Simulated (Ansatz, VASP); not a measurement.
## Ta3N in VASP and in Ansatz

```
CELL_PARAMETERS angstrom
5.33564 0.00000 0.00000
-2.66782 4.62080 0.00000
0.00000 0.00000 2.92237
ATOMIC_POSITIONS crystal
Ta 0.63843 0.00000 0.50000
Ta 0.00000 0.63843 0.50000
Ta 0.36157 0.36157 0.50000
N 0.00000 0.00000 0.50000
```

Alike in both runs: functional PBE; k mesh 6 × 6 × 4; occupations gaussian, width 0.1 eV; no spin polarisation.

Ansatz relaxed the structure, and its values are those at the end. VASP's run is a single point on that final structure, the one shown.

|  | VASP | Ansatz |
| --- | --- | --- |
| version | VASP 6.6.1 | Ansatz 0.2.0 |
| potentials or method | VASP PAW PBE potentials, release 64 (Ta_pv, N), cutoff 520 eV | scalar-relativistic, plane waves, PAW |
| valence electrons in the cell | 38 | 44 |

VASP gave:

- gap on the k mesh at the Fermi level (eV): none
- pressure (GPa): 0.3
- rms of the force components (eV/Å): 0.039

Q: What did Ansatz give for the same quantities?

A: gap on the k mesh at the Fermi level (eV): none; pressure (GPa): 0.0; rms of the force components (eV/Å): 0.009.

A gap of «none» marks a metal or a gap that the smearing closes. The functional is the same, so the differences come from potentials, cutoffs and numerics. VASP's potentials hold 38 valence electrons a cell and Ansatz's 44, so a difference there can come from the potentials and not from the codes.

The k mesh is coarse, so the values compare programs but aren't converged. Spin-orbit coupling is off throughout.
